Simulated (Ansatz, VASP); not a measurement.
TaV2H6 in VASP and in Ansatz

```xyz
9
Lattice="0.0000 3.3492 3.3492 3.3492 0.0000 3.3492 3.3492 3.3492 0.0000" Properties=species:S:1:pos:R:3 pbc="T T T"
Ta    0.0000    0.0000    0.0000
V     5.0238    5.0238    5.0238
V     1.6746    1.6746    1.6746
H     0.0000    1.6746    1.6746
H     3.3492    1.6746    1.6746
H     1.6746    0.0000    1.6746
H     1.6746    3.3492    1.6746
H     1.6746    1.6746    0.0000
H     1.6746    1.6746    3.3492
```

Change from the starting cell: ordered vacancies on the A sites of perovskite (Fm-3m, No. 225).

Alike in both runs: functional PBE; k mesh 10 × 10 × 10; occupations gaussian, width 0.1 eV; no spin polarisation.

Ansatz relaxed the structure, and its values are those at the end. VASP's run is a single point on that final structure, the one shown.

|  | VASP | Ansatz |
| --- | --- | --- |
| version | VASP 6.6.1 | Ansatz 0.2.0 |
| potentials or method | VASP PAW PBE potentials, release 64 (Ta_pv, V_sv, H), cutoff 520 eV | scalar-relativistic, plane waves, PAW |
| valence electrons in the cell | 43 | 45 |

|  | VASP | Ansatz | Ansatz less VASP |
| --- | --- | --- | --- |
| gap on the k mesh at the Fermi level (eV) | none | none | - |
| pressure (GPa) | 0.0 | 0.0 | 0.00 |

A gap of «none» marks a metal or a gap that the smearing closes. VASP's potentials hold 43 valence electrons a cell and Ansatz's 45, so a difference there can come from the potentials and not from the codes.

Neither program's run includes spin-orbit coupling.
